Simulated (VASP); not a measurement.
# MoS2 (R3m) in VASP: notebook

MoS2 is run at these levels: PBE+D3(BJ); tasks: single point.

Everything below comes from runs of VASP 6.6.1. Logs are shortened: lines on timing, memory, paths and dates and some standing lists are left out, and cuts for length are marked.

## (1) The cell of the first run

It takes space group R3m (No. 160, trigonal). Conventional cell: a = 3.102 Å, b = 3.102 Å, c = 18.584 Å, α = 90.00°, β = 90.00°, γ = 120.00°. Within 3.2 Å of Mo (site symmetry 3m) lie 6 S at 2.41 Å and 6 Mo at 3.10 Å. Within 3.3 Å of S (site symmetry 3m) lie 3 Mo at 2.41 Å and 7 S at 3.10 to 3.23 Å. S (site symmetry 3m) has 3 Mo at 2.41 Å and 7 S at 3.10 to 3.23 Å within 3.3 Å.

## (2) Single point, PBE+D3(BJ)

INCAR reads:

```
PREC = Accurate
ENCUT = 520
EDIFF = 1E-7
ISMEAR = 0
SIGMA = 0.05
LREAL = F
LASPH = T
NELM = 60
ALGO = Normal
ISIF = 2
LWAVE = F
LCHARG = F
GGA = PE
IVDW = 12
NBANDS = 20
```

KPOINTS reads:

```
regular mesh
0
Gamma
  12 12 12
```

POSCAR reads:

```
MoS2
1.0
    1.5510429258      0.8954950507      6.1947897458
   -1.5510429258      0.8954950507      6.1947897458
    0.0000000000     -1.7909901015      6.1947897458
Mo S
1 2
Direct
    0.0000172715      0.0000172715      0.0000172715
    0.7535591261      0.7535591261      0.7535591261
    0.5797236023      0.5797236023      0.5797236023
```

Potentials or basis: VASP PAW PBE potentials, release 64 (Mo_sv, S).

Started as:

```
> cat potpaw_PBE.64/Mo_sv/POTCAR potpaw_PBE.64/S/POTCAR > POTCAR
> mpirun -np 1 vasp_std > vasp.out
```

OUTCAR:

```text
PREC = Accurate
   ENCUT = 520
   EDIFF = 1E-7
   ISMEAR = 0
   LREAL = F
   LASPH = T
   NELM = 60
   ISIF = 2
   GGA = PE
   IVDW = 12
 IVDW          = 12

 ion  position               nearest neighbor table
   1  0.000  0.000  0.000-   2 2.41   2 2.41   2 2.41   3 2.41   3 2.41   3 2.41
   2  0.754  0.754  0.754-   1 2.41   1 2.41   1 2.41
   3  0.580  0.580  0.580-   1 2.41   1 2.41   1 2.41

  LATTYP: Found a trigonal (rhomboedric) cell.
 ALAT       =     6.4484932766
 COS(alpha) =     0.8842926020

  Lattice vectors:

 A1 = (   1.5510429258,   0.8954950507,   6.1947897458)
 A2 = (  -1.5510429258,   0.8954950507,   6.1947897458)
 A3 = (   0.0000000000,  -1.7909901015,   6.1947897458)

Analysis of symmetry for initial positions (statically):
=====================================================================
 Subroutine PRICEL returns:
 Original cell was already a primitive cell.

 Routine SETGRP: Setting up the symmetry group for a
 trigonal (rhombohedral) supercell.

 Subroutine GETGRP returns: Found  6 space group operations
 (whereof  6 operations were pure point group operations)
 out of a pool of 12 trial point group operations.

The static configuration has the point symmetry C_3v.

Analysis of symmetry for dynamics (positions and initial velocities):
=====================================================================
 Subroutine PRICEL returns:
 Original cell was already a primitive cell.

 Routine SETGRP: Setting up the symmetry group for a
 trigonal (rhombohedral) supercell.

 Subroutine GETGRP returns: Found  6 space group operations
 (whereof  6 operations were pure point group operations)
 out of a pool of 12 trial point group operations.

The dynamic configuration has the point symmetry C_3v.

 Subroutine INISYM returns: Found  6 space group operations
 (whereof  6 operations are pure point group operations),
 and found     1 'primitive' translations

----------------------------------------------------------------------------------------

                                     Primitive cell

  volume of cell :      51.6256

  direct lattice vectors                    reciprocal lattice vectors
     1.551042926  0.895495051  6.194789746     0.322363741  0.186116793  0.053808660
    -1.551042926  0.895495051  6.194789746    -0.322363741  0.186116793  0.053808660
     0.000000000 -1.790990102  6.194789746     0.000000000 -0.372233585  0.053808660

  length of vectors
     6.448493277  6.448493277  6.448493277     0.376102664  0.376102664  0.376102664

  position of ions in fractional coordinates (direct lattice)
     0.000017271  0.000017271  0.000017271
     0.753559126  0.753559126  0.753559126
     0.579723602  0.579723602  0.579723602

  ion indices of the primitive-cell ions
   primitive index   ion index
                 1           1
                 2           2
                 3           3

----------------------------------------------------------------------------------------

 KPOINTS: regular mesh

Automatic generation of k-mesh.
 Grid dimensions read from file:
 generate k-points for:   12   12   12

 Generating k-lattice:

  Cartesian coordinates                     Fractional coordinates (reciprocal lattice)
     0.026863645  0.015509733  0.004484055     0.083333333 -0.000000000 -0.000000000
    -0.026863645  0.015509733  0.004484055    -0.000000000  0.083333333 -0.000000000
     0.000000000 -0.031019465  0.004484055     0.000000000  0.000000000  0.083333333

  Length of vectors
     0.031341889  0.031341889  0.031341889

  Shift w.r.t. Gamma in fractional coordinates (k-lattice)
     0.000000000  0.000000000  0.000000000

 Subroutine IBZKPT returns following result:
 ===========================================

 Found    189 irreducible k-points:

 Following reciprocal coordinates:
            Coordinates               Weight
  0.000000  0.000000  0.000000      1.000000
  0.083333 -0.000000  0.000000      6.000000
  0.166667  0.000000  0.000000      6.000000
  0.250000  0.000000  0.000000      6.000000
  0.333333  0.000000  0.000000      6.000000
  0.416667  0.000000  0.000000      6.000000
[... 16 lines left out ...]
  0.500000  0.166667  0.000000     12.000000
 -0.416667  0.166667 -0.000000     12.000000
 [... further k-points ...]
   k-points           NKPTS =    189   k-points in BZ     NKDIM =    189   number of bands    NBANDS=     20
   number of dos      NEDOS =    301   number of ions     NIONS =      3
   total plane-waves  NPLWV = 110592
   dimension x,y,z NGX =    48 NGY =   48 NGZ =   48
   dimension x,y,z NGXF=    96 NGYF=   96 NGZF=   96
   ions per type =               1   2
   NGX,Y,Z   is equivalent  to a cutoff of  12.37, 12.37, 12.37 a.u.
   NGXF,Y,Z  is equivalent  to a cutoff of  24.75, 24.75, 24.75 a.u.
 SYSTEM =  unknown system
   PREC   = accura    normal or accurate (medium, high low for compatibility)
   ISTART =      0    job   : 0-new  1-cont  2-samecut
   ICHARG =      2    charge: 1-file 2-atom 10-const
   ISPIN  =      1    spin polarized calculation?
   LNONCOLLINEAR =      F non collinear calculations
   LSORBIT =      F    spin-orbit coupling
   LASPH  =      T    aspherical Exc in radial PAW
   ENCUT  =  520.0 eV  38.22 Ry    6.18 a.u.  11.99 11.99 11.99*2*pi/ulx,y,z
   NELM   =     60;   NELMIN=  2; NELMDL= -5     # of ELM steps
   EDIFF  = 0.1E-06   stopping-criterion for ELM
   LREAL  =      F    real-space projection
   EDIFFG = 0.1E-05   stopping-criterion for IOM
   NSW    =      0    number of steps for IOM
   IBRION =     -1    ionic relax: 0-MD 1-quasi-New 2-CG
   NFREE  =      0    steps in history (QN), initial steepest desc. (CG)
   ISIF   =      2    stress and relaxation
   ISYM   =      2    0-nonsym 1-usesym 2-fastsym
   POTIM  = 0.5000    time-step for ionic-motion
   TEBEG  =    0.0;   TEEND  =   0.0 temperature during run
   PSTRESS=    0.0 pullay stress
   NELECT =      26.0000    total number of electrons
   NUPDOWN=      -1.0000    fix difference up-down
   EMIN   =  10.00;   EMAX   =-10.00  energy-range for DOS
   EFERMI =   0.00;   METHOD = LEGACY
   ISMEAR =     0;   SIGMA  =   0.05  broadening in eV -4-tet -1-fermi 0-gaus
   EFERMI_NEDOS =   21; number of points for ismear=-14 and -15
   IALGO  =     38    algorithm
   IMIX   =      4    mixing-type and parameters
     AMIX     =   0.40;   BMIX     =  1.00
     AMIX_MAG =   1.60;   BMIX_MAG =  1.00
  volume/ion in A,a.u.               =      17.21       116.13
  Fermi-wavevector in a.u.,A,eV,Ry     =   1.302500  2.461368 23.082362  1.696506
  Thomas-Fermi vector in A             =   2.433564
   LORBIT       =      0    0 simple, 1 ext, 2 COOP (PROOUT), +10 PAW based schemes
   GGA     = PE    functional components
   LHFCALC =     F    Hartree Fock is set to
   AEXX    =    0.0000 exact exchange contribution
   IVDW    =    12    specifies the selected vdW correction
   LEPSILON=     F    determine dielectric tensor
   LRPA    =     F    only Hartree local field effects (RPA)
 non-spin polarized calculation
 Gauss-broadening in eV      SIGMA  =   0.05
  energy-cutoff  :      520.00
  volume of cell :       51.63
 maximum number of plane-waves:      1404
   NGX = 23   NGY = 23   NGZ = 23

 number of electron      25.9999998 magnetization

 Free energy of the ion-electron system (eV)
  ---------------------------------------------------
  ext. energy  EPLUGINS =         0.00000000
  ---------------------------------------------------
  free energy    TOTEN  =       -21.71803718 eV

  energy without entropy =      -21.71803718  energy(sigma->0) =      -21.71803718

 E-fermi :   7.9506     XC(G=0): -11.0505

 val. band max:        7.7265784011   @ k =   0.5000   0.5000   0.5000
 cond. band min:       8.6947026894   @ k =  -0.1667   0.1667   0.0000
 fundamental gap:      0.9681242883
 Fermi energy:         7.9505714182

 k-point     1 :       0.0000    0.0000    0.0000
  band No.  band energies     occupation
      1     -53.4939      2.00000
      2     -27.6805      2.00000
      3     -27.3681      2.00000
      4     -27.3681      2.00000
      5      -7.1220      2.00000
      6      -5.5233      2.00000
[... 12 lines left out ...]
     19      16.3366      0.00000
     20      16.7245      0.00000

 k-point     2 :       0.0833   -0.0000    0.0000
  band No.  band energies     occupation
      1     -53.4905      2.00000
      2     -27.6742      2.00000
      3     -27.4004      2.00000
      4     -27.3754      2.00000
      5      -7.0069      2.00000
      6      -5.4797      2.00000
[... 12 lines left out ...]
     19      16.6947      0.00000
     20      16.8648      0.00000

 k-point     3 :       0.1667    0.0000    0.0000
  band No.  band energies     occupation
      1     -53.4811      2.00000
      2     -27.6569      2.00000
      3     -27.4880      2.00000
      4     -27.3954      2.00000
      5      -6.6768      2.00000
      6      -5.3547      2.00000
[... 12 lines left out ...]
     19      16.8248      0.00000
     20      17.3154      0.00000

 k-point     4 :       0.2500    0.0000    0.0000
  band No.  band energies     occupation
      1     -53.4682      2.00000
      2     -27.6332      2.00000
      3     -27.6058      2.00000
      4     -27.4226      2.00000
      5      -6.1791      2.00000
      6      -5.1677      2.00000
[... 12 lines left out ...]
     19      16.3140      0.00000
     20      17.1955      0.00000

 k-point     5 :       0.3333    0.0000    0.0000
  band No.  band energies     occupation
      1     -53.4553      2.00000
      2     -27.7216      2.00000
      3     -27.6094      2.00000
      4     -27.4496      2.00000
      5      -5.6025      2.00000
      6      -4.9580      2.00000
[... 12 lines left out ...]
     19      15.6880      0.00000
     20      15.7901      0.00000

 k-point     6 :       0.4167    0.0000    0.0000
  band No.  band energies     occupation
      1     -53.4458      2.00000
      2     -27.8052      2.00000
      3     -27.5920      2.00000
      4     -27.4693      2.00000
      5      -5.0984      2.00000
      6      -4.7898      2.00000
[... 12 lines left out ...]
     19      14.8751      0.00000
     20      15.4315      0.00000

 k-point     7 :       0.5000    0.0000    0.0000
  band No.  band energies     occupation
      1     -53.4424      2.00000
      2     -27.8356      2.00000
      3     -27.5856      2.00000
      4     -27.4764      2.00000
      5      -4.8804      2.00000
      6      -4.7321      2.00000
[... 12 lines left out ...]
     19      14.7035      0.00000
     20      15.3708      0.00000
[... 277 lines left out ...]
 k-point    20 :       0.2500    0.1667    0.0000
  band No.  band energies     occupation
      1     -53.4729      2.00000
      2     -27.6419      2.00000
      3     -27.5571      2.00000
      4     -27.4185      2.00000
      5      -6.3408      2.00000
      6      -5.2812      2.00000
[... 12 lines left out ...]
     19      16.7491      0.00000
     20      17.1532      0.00000

 k-point    21 :       0.3333    0.1667    0.0000
  band No.  band energies     occupation
      1     -53.4618      2.00000
      2     -27.6418      2.00000
      3     -27.6214      2.00000
      4     -27.4590      2.00000
      5      -5.8747      2.00000
      6      -5.1064      2.00000
[... 12 lines left out ...]
     19      16.6567      0.00000
     20      17.3375      0.00000

 k-point    22 :       0.4167    0.1667    0.0000
  band No.  band energies     occupation
      1     -53.4506      2.00000
      2     -27.7211      2.00000
      3     -27.6008      2.00000
      4     -27.5037      2.00000
      5      -5.3498      2.00000
      6      -4.8971      2.00000
[... 12 lines left out ...]
     19      16.3464      0.00000
     20      16.8693      0.00000

 k-point    23 :       0.5000    0.1667    0.0000
  band No.  band energies     occupation
      1     -53.4424      2.00000
      2     -27.7771      2.00000
      3     -27.5856      2.00000
      4     -27.5378      2.00000
      5      -4.9131      2.00000
      6      -4.7145      2.00000
[... 12 lines left out ...]
     19      16.2687      0.00000
     20      16.6867      0.00000

 k-point    24 :      -0.4167    0.1667   -0.0000
  band No.  band energies     occupation
      1     -53.4393      2.00000
      2     -27.7972      2.00000
      3     -27.5801      2.00000
      4     -27.5505      2.00000
      5      -4.7289      2.00000
      6      -4.6499      2.00000
[... 12 lines left out ...]
     19      16.3954      0.00000
     20      16.6594      0.00000

 [... further k-points ...]

------------------------ aborting loop because EDIFF is reached ----------------------------------------

 Edisp (eV)   -1.32041

 E8    (eV) :    -0.5325

  FORCE on cell =-STRESS in cart. coord.  units (eV):
  Direction    XX          YY          ZZ          XY          YZ          ZX
  --------------------------------------------------------------------------------------
  -------------------------------------------------------------------------------------
  Total       0.77916     0.77916    -2.17559     0.00000     0.00000     0.00000
  in kB      24.18096    24.18096   -67.51835     0.00000     0.00000     0.00000
  external pressure =       -6.39 kB  Pullay stress =        0.00 kB

 VOLUME and BASIS-vectors are now :
 -----------------------------------------------------------------------------
  energy-cutoff  :      520.00
  volume of cell :       51.63
      direct lattice vectors                 reciprocal lattice vectors
     1.551042926  0.895495051  6.194789746     0.322363741  0.186116793  0.053808660
    -1.551042926  0.895495051  6.194789746    -0.322363741  0.186116793  0.053808660
     0.000000000 -1.790990102  6.194789746     0.000000000 -0.372233585  0.053808660

 POSITION                                       TOTAL-FORCE (eV/Angst)
 -----------------------------------------------------------------------------------
      0.00000     -0.00000      0.00032         0.000000      0.000000     -0.002385
      0.00000     -0.00000     14.00442         0.000000      0.000000     -0.599045
      0.00000     -0.00000     10.77380         0.000000     -0.000000      0.601430
 -----------------------------------------------------------------------------------
    total drift:                                0.000000      0.000000     -0.000039

  FREE ENERGIE OF THE ION-ELECTRON SYSTEM (eV)
  ---------------------------------------------------
  free  energy   TOTEN  =       -23.0384443751 eV

  energy  without entropy=      -23.0384443751  energy(sigma->0) =      -23.03844438
```

Wall time 5.7 min (1 thread of Intel Xeon Platinum 8488C (Sapphire Rapids), shared host); peak memory 0.43 GiB.

What came out:

```
Free energy                : -23.0384 eV
Pressure                   : -0.6 GPa
Largest force              : 0.601 eV/Å
Band gap on the k mesh     : 0.97 eV (least direct gap 2.02 eV)
Dispersion energy per atom : -0.440 eV
```

Forces in eV/Å, atoms in the order of the input:
```
Mo   0.000  0.000 -0.002
S    0.000  0.000 -0.599
S    0.000  0.000  0.601
```

Stress tensor (GPa, compression positive):
```
 2.42  0.00  0.00
 0.00  2.42  0.00
 0.00  0.00 -6.75
```

Levels at points of the mesh, in eV from the valence-band top:
```
           k point  band 11  band 12  band 13  band 14  band 15  band 16
(0.00, 0.00, 0.00)    -1.63    -1.31    -1.16     2.45     2.45     2.71
(0.50, 0.00, 0.00)    -2.31    -1.26    -1.01     2.18     2.37     3.62
(0.50, 0.50, 0.00)    -2.93    -1.25    -1.04     2.14     2.57     3.27
(0.50, 0.50, 0.50)    -1.59    -1.59     0.00     2.53     2.53     2.59
```

Caveat: the stress differs along the axes, from -7 to 2 GPa. A k mesh can miss the band edges.

[end of part 1 of 2]
